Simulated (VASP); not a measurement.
# Os (P6_3/mmc) in VASP: a series of runs

The runs below take Os through single point, with BHLYP, BLYP+D4.

Everything below comes from runs of VASP 6.6.1. Logs are shortened: lines on timing, memory, paths and dates and some standing lists are left out, and cuts for length are marked.

### Step 1. The cell of the first run

The structure is hexagonal, space group P6_3/mmc (No. 194). Conventional cell: a = 2.734 Å, b = 2.734 Å, c = 4.320 Å, α = 90.00°, β = 90.00°, γ = 120.00°. Os (site symmetry -6m2) has 12 Os at 2.68 to 2.73 Å within 3.5 Å.

### Step 2. Single point, BHLYP

Contents of POSCAR:

```
Os
1.0
    2.7341000000      0.0000000000      0.0000000000
   -1.3670500000      2.3678000565      0.0000000000
    0.0000000000      0.0000000000      4.3197000000
Os
2
Direct
    0.6666666667      0.3333333333      0.7500000000
    0.3333333333      0.6666666667      0.2500000000
```

Contents of INCAR.step1:

```
SYSTEM = Os
ALGO = Normal
EDIFF = 1E-5
ENCUT = 520
GGA = PE
ISIF = 2
ISMEAR = -1
LASPH = .True.
LCHARG = .False.
LREAL = .False.
LWAVE = .True.
NBANDS = 15
NELM = 80
PREC = Accurate
SIGMA = 0.05
```

Contents of INCAR.step2:

```
SYSTEM = Os
AEXX = 0.5
AGGAC = 1.0
AGGAX = 0.5
ALDAC = 0.0
ALDAX = 0.5
ALGO = Normal
EDIFF = 1E-6
ENCUT = 520
GGA = B5
ISIF = 2
ISMEAR = -1
ISTART = 1
LASPH = .True.
LCHARG = .False.
LHFCALC = .True.
LREAL = .False.
LWAVE = .False.
NBANDS = 15
NELM = 80
PREC = Accurate
PRECFOCK = Normal
SIGMA = 0.05
```

Contents of KPOINTS:

```
k-points
0
Gamma
  6 6 3
  0 0 0
```

Potentials or basis: VASP PAW PBE potentials, release 64 (Os).

Started as:

```sh
$ cat potpaw_PBE.64/Os/POTCAR > POTCAR
$ cp INCAR.step1 INCAR
$ mpirun -np 1 vasp_std > vasp.out
$ cp INCAR.step2 INCAR
$ mpirun -np 1 vasp_std > vasp.out
```

OUTCAR:

```text
SYSTEM = Os
   AEXX = 0.5
   EDIFF = 1E-6
   ENCUT = 520
   GGA = B5
   ISIF = 2
   ISMEAR = -1
   ISTART = 1
   LASPH = .True.
   LHFCALC = .True.
   LREAL = .False.
   NELM = 80
   PREC = Accurate
   PRECFOCK = Normal

 ion  position               nearest neighbor table
   1  0.667  0.333  0.750-   2 2.68   2 2.68   2 2.68   2 2.68   2 2.68   2 2.68
   2  0.333  0.667  0.250-   1 2.68   1 2.68   1 2.68   1 2.68   1 2.68   1 2.68

  LATTYP: Found a hexagonal cell.
 ALAT       =     2.7341000000
 C/A-ratio  =     1.5799348963

  Lattice vectors:

 A1 = (   2.7341000000,   0.0000000000,   0.0000000000)
 A2 = (  -1.3670500000,   2.3678000565,   0.0000000000)
 A3 = (   0.0000000000,   0.0000000000,   4.3197000000)

Analysis of symmetry for initial positions (statically):
=====================================================================
 Subroutine PRICEL returns:
 Original cell was already a primitive cell.

 Routine SETGRP: Setting up the symmetry group for a
 hexagonal supercell.

 Subroutine GETGRP returns: Found 24 space group operations
 (whereof 12 operations were pure point group operations)
 out of a pool of 24 trial point group operations.

The static configuration has the point symmetry D_3d.
 The point group associated with its full space group is D_6h.

Analysis of symmetry for dynamics (positions and initial velocities):
=====================================================================
 Subroutine PRICEL returns:
 Original cell was already a primitive cell.

 Routine SETGRP: Setting up the symmetry group for a
 hexagonal supercell.

 Subroutine GETGRP returns: Found 24 space group operations
 (whereof 12 operations were pure point group operations)
 out of a pool of 24 trial point group operations.

The dynamic configuration has the point symmetry D_3d.
 The point group associated with its full space group is D_6h.

 Subroutine INISYM returns: Found 24 space group operations
 (whereof 12 operations are pure point group operations),
 and found     1 'primitive' translations

----------------------------------------------------------------------------------------

                                     Primitive cell

  volume of cell :      27.9649

  direct lattice vectors                    reciprocal lattice vectors
     2.734100000  0.000000000  0.000000000     0.365751070  0.211166479  0.000000000
    -1.367050000  2.367800057  0.000000000     0.000000000  0.422332957  0.000000000
[... 91 lines left out ...]
   IALGO  =     38    algorithm
   IMIX   =      1    mixing-type and parameters
     AMIX     =   0.40;   BMIX     =  1.00
     AMIX_MAG =   1.60;   BMIX_MAG =  1.00
  volume/ion in A,a.u.               =      13.98        94.36
  Fermi-wavevector in a.u.,A,eV,Ry     =   1.359076  2.568282 25.131161  1.847088
  Thomas-Fermi vector in A             =   2.485855
   LORBIT       =      0    0 simple, 1 ext, 2 COOP (PROOUT), +10 PAW based schemes
   GGA     = B5    functional components
   LHFCALC =     T    Hartree Fock is set to
   PRECFOCK=normal    Normal, Fast or Accurate (Low or Medium for compatibility)
   ENCUT4O =  -1.0   cutoff for four orbital integrals eV
   NKREDX  =     1    reduce k-point grid by
   NKREDY  =     1    reduce k-point grid by
   NKREDZ  =     1    reduce k-point grid by
   AEXX    =    0.5000 exact exchange contribution
   HFSCREEN=    0.0000 screening length (either q_TF or 0.3 A-1)
   HFSCREENC=   0.0000 screening length for correlation (either q_TF or 0.3 A-1)
   ENCUTFOCK=  -1.0 apply spherical cutoff to Coloumb kernel
   IVDW    =     0    specifies the selected vdW correction
   LEPSILON=     F    determine dielectric tensor
   LRPA    =     F    only Hartree local field effects (RPA)
 non-spin polarized calculation
  energy-cutoff  :      520.00
  volume of cell :       27.96
 maximum number of plane-waves:       761
  NGX = 16; NGY = 16; NGZ = 28

 number of electron      15.9999999 magnetization

 Free energy of the ion-electron system (eV)
  ---------------------------------------------------
  ext. energy  EPLUGINS =         0.00000000
  ---------------------------------------------------
  free energy    TOTEN  =       -30.33732757 eV

  energy without entropy =      -30.33482440  energy(sigma->0) =      -30.33607598

 E-fermi :   9.2895     XC(G=0):  -7.2556

 val. band max:        9.2089848271   @ k =   0.1667   0.1667   0.0000
 cond. band min:      10.2346496462   @ k =   0.5000   0.0000   0.3333
 fundamental gap:      1.0256648191
 Fermi energy:         9.2894569555

 k-point     1 :       0.0000    0.0000    0.0000
  band No.  band energies     occupation
      1      -4.5692      2.00000
      2      -0.9691      2.00000
      3       4.6053      2.00000
      4       4.6053      2.00000
      5       5.1636      2.00000
      6       5.5562      2.00000
      7       5.5562      2.00000
      8       6.2443      2.00000
      9       6.2443      2.00000
     10       8.6405      2.00000
     11      12.4738      0.00000
     12      12.4738      0.00000
     13      21.6725      0.00000
     14      26.7235      0.00000
[... 221 lines left out ...]
      2       1.3450      2.00000
      3       1.4026      2.00000
      4       2.8609      2.00000
      5       4.2245      2.00000
      6       4.2245      2.00000
      7       6.4871      2.00000
      8       8.0208      2.00000
      9      12.7041      0.00000
     10      12.7041      0.00000
     11      19.0815      0.00000
     12      19.0815      0.00000
     13      22.1108      0.00000
     14      23.7146      0.00000
     15      23.7146      0.00000

------------------------ aborting loop because EDIFF is reached ----------------------------------------

  FORCE on cell =-STRESS in cart. coord.  units (eV):
  Direction    XX          YY          ZZ          XY          YZ          ZX
  --------------------------------------------------------------------------------------
  -------------------------------------------------------------------------------------
  Total        0.8620227      0.8620227     -0.5980163     -0.0000000     -0.0000000      0.0000000
  in kB       49.3874145     49.3874145    -34.2618338     -0.0000000     -0.0000000      0.0000000
  external PRESSURE =      21.5043317 kB  Pullay stress =       0.0000000 kB

 VOLUME and BASIS-vectors are now :
 -----------------------------------------------------------------------------
  energy-cutoff  :      520.00
  volume of cell :       27.96
      direct lattice vectors                 reciprocal lattice vectors
     2.734100000  0.000000000  0.000000000     0.365751070  0.211166479  0.000000000
    -1.367050000  2.367800057  0.000000000     0.000000000  0.422332957  0.000000000
     0.000000000  0.000000000  4.319700000     0.000000000  0.000000000  0.231497558

 POSITION                                       TOTAL-FORCE (eV/Angst)
 -----------------------------------------------------------------------------------
      1.36705      0.78927      3.23977         0.000000     -0.000000      0.000000
     -0.00000      1.57853      1.07993        -0.000000      0.000000     -0.000000
 -----------------------------------------------------------------------------------
    total drift:                               -0.000000      0.000000     -0.000000

  FREE ENERGIE OF THE ION-ELECTRON SYSTEM (eV)
  ---------------------------------------------------
  free  energy   TOTEN  =       -30.3373275679 eV

  energy  without entropy=      -30.3348243996  energy(sigma->0) =      -30.33607598
```

Run time: 14 min. Hardware: 1 thread of Intel Xeon Platinum 8259CL at 2.50GHz (Skylake/Cascade Lake), shared host; peak memory 0.16 GiB.

Results:

- Free energy: -30.3373 eV
- Pressure: 2.2 GPa
- Band gap on the k mesh: zero (bands 8 and 9 overlap by 6.84 eV)

Stress tensor (GPa, compression positive):
```
 4.94  0.00  0.00
 0.00  4.94  0.00
 0.00  0.00 -3.43
```

Caveat: the k points lie up to 0.48 Å⁻¹ apart, too coarse for converged energies and pressures of a metal; the PAW data sets were made with another functional, which shifts forces and pressure a little; spin-orbit coupling is left out, which moves the levels of the heavy elements.

### Step 3. Single point, BLYP+D4

This run uses another cell than the first one, of 13.14 Å³/atom.

Contents of INCAR:

```
AGGAC = 1.0
AGGAX = 1.0
ALDAC = 0.0
ALDAX = 1.0
ALGO = Normal
EDIFF = 1E-6
ENCUT = 560
GGA = B5
GGA_COMPAT = F
ISIF = 2
ISMEAR = -1
IVDW = 13
LASPH = T
LCHARG = T
LELF = T
LREAL = F
LVHAR = T
LWAVE = F
NBANDS = 23
NELM = 120
PREC = Accurate
SIGMA = 0.05
VDW_A1 = 0.44488865
VDW_A2 = 4.0933009
VDW_S6 = 1.0
VDW_S8 = 2.34076671
```

Contents of KPOINTS:

```
k-points
0
Gamma
  11 11 6
```

Contents of POSCAR:

```
Os
1.0
    2.6782863798      0.0000000000      0.0000000000
   -1.3391431899      2.3194640436      0.0000000000
    0.0000000000      0.0000000000      4.2315181138
Os
2
Direct
    0.6666666667      0.3333333333      0.7500000000
    0.3333333333      0.6666666667      0.2500000000
```

Potentials or basis: VASP PAW PBE potentials, release 64 (Os_sv_GW).

Started as:

```sh
$ cat potpaw_PBE.64/Os_sv_GW/POTCAR > POTCAR
$ mpirun -np 1 vasp_std > vasp.out
```

OUTCAR:

```text
EDIFF = 1E-6
   ENCUT = 560
   GGA = B5
   ISIF = 2
   ISMEAR = -1
   IVDW = 13
   LASPH = T
   LREAL = F
   NELM = 120
   PREC = Accurate

 ion  position               nearest neighbor table
   1  0.667  0.333  0.750-   2 2.62   2 2.62   2 2.62   2 2.62   2 2.62   2 2.62
   2  0.333  0.667  0.250-   1 2.62   1 2.62   1 2.62   1 2.62   1 2.62   1 2.62

  LATTYP: Found a hexagonal cell.
 ALAT       =     2.6782863798
 C/A-ratio  =     1.5799348963

  Lattice vectors:

[... 812 lines left out ...]

------------------------ aborting loop because EDIFF is reached ----------------------------------------

  DFT-D4 for vdW energy calculation

  Edisp (eV):   -2.84165

  FORCE on cell =-STRESS in cart. coord.  units (eV):
  Direction    XX          YY          ZZ          XY          YZ          ZX
  --------------------------------------------------------------------------------------
  -------------------------------------------------------------------------------------
  Total       6.88381     6.88381     7.37509    -0.00000     0.00000     0.00000
  in kB     419.56412   419.56412   449.50743    -0.00000     0.00000     0.00000
  external pressure =      429.55 kB  Pullay stress =        0.00 kB

 VOLUME and BASIS-vectors are now :
 -----------------------------------------------------------------------------
  energy-cutoff  :      560.00
  volume of cell :       26.29
      direct lattice vectors                 reciprocal lattice vectors
     2.678286380  0.000000000  0.000000000     0.373373067  0.215567041  0.000000000
    -1.339143190  2.319464044  0.000000000     0.000000000  0.431134081  0.000000000
     0.000000000  0.000000000  4.231518114     0.000000000  0.000000000  0.236321805

 POSITION                                       TOTAL-FORCE (eV/Angst)
 -----------------------------------------------------------------------------------
      1.33914      0.77315      3.17364        -0.000000      0.000000      0.000000
     -0.00000      1.54631      1.05788         0.000000     -0.000000      0.000000
 -----------------------------------------------------------------------------------
    total drift:                                0.000000     -0.000000      0.000000

  FREE ENERGIE OF THE ION-ELECTRON SYSTEM (eV)
  ---------------------------------------------------
  free  energy   TOTEN  =       -23.7910672921 eV

  energy  without entropy=      -23.7778731511  energy(sigma->0) =      -23.78447022
```

OSZICAR:

```text
N       E                     dE             d eps       ncg     rms          rms(c)
DAV:   1     0.327244668960E+03    0.32724E+03   -0.23864E+04  3032   0.159E+03
DAV:   2    -0.129697843842E+02   -0.34021E+03   -0.32509E+03  3540   0.486E+02
DAV:   3    -0.228008191544E+02   -0.98310E+01   -0.97568E+01  3623   0.803E+01
DAV:   4    -0.228358728982E+02   -0.35054E-01   -0.35047E-01  3175   0.535E+00
DAV:   5    -0.228359884319E+02   -0.11553E-03   -0.11553E-03  3666   0.279E-01    0.135E+02
DAV:   6    -0.211698587325E+02    0.16661E+01   -0.26213E+00  3315   0.126E+01    0.724E+01
DAV:   7    -0.209816185484E+02    0.18824E+00   -0.12922E+00  3491   0.849E+00    0.117E+01
DAV:   8    -0.209497646463E+02    0.31854E-01   -0.12015E-01  3266   0.310E+00    0.127E+00
DAV:   9    -0.209495157803E+02    0.24887E-03   -0.20660E-03  3554   0.349E-01    0.712E-01
DAV:  10    -0.209494098735E+02    0.10591E-03   -0.19326E-04  3203   0.156E-01    0.471E-01
DAV:  11    -0.209494166637E+02   -0.67902E-05   -0.44530E-06  2936   0.230E-02    0.266E-02
DAV:  12    -0.209494168016E+02   -0.13792E-06   -0.13824E-07  1815   0.339E-03
   1 F= -.23791067E+02 E0= -.23784470E+02  d E =-.131941E-01
```

stdout:

```text
POSCAR found type information on POSCAR Os
 POSCAR found :  1 types and       2 ions
 scaLAPACK will be used
 -----------------------------------------------------------------------------
|                                                                             |
|                                                                             |
|     You enforced a specific xc type in the INCAR file but a different       |
|     I HOPE YOU KNOW WHAT YOU ARE DOING!                                     |
|                                                                             |
 -----------------------------------------------------------------------------

 LDA part: xc-table for (Slater(with rela. corr.)+VWN5), standard interpolation
 POSCAR, INCAR and KPOINTS ok, starting setup
 FFT: planning ... GRIDC
 FFT: planning ... GRID_SOFT
 FFT: planning ... GRID
 WAVECAR not read
 entering main loop
```

It took 44 s on 1 thread of Intel Xeon Platinum 8259CL at 2.50GHz (Skylake/Cascade Lake), shared host; peak memory 0.18 GiB.

What came out:

- Free energy: -23.7911 eV
- Pressure: 43.0 GPa
- Band gap on the k mesh: zero (bands 16 and 17 overlap by 4.29 eV)
- Dispersion energy per atom: -1.421 eV

Stress tensor (GPa, compression positive):
```
41.96  0.00  0.00
 0.00 41.96  0.00
 0.00  0.00 44.95
```

Caveat: the cell stands under pressure; the dispersion term is far too large for a dense solid, which distorts pressure and volume; the PAW data sets were made with another functional, which shifts forces and pressure a little; spin-orbit coupling is left out, which moves the levels of the heavy elements.

The gap in the log of VASP goes by the Fermi energy; the results here count the filled bands.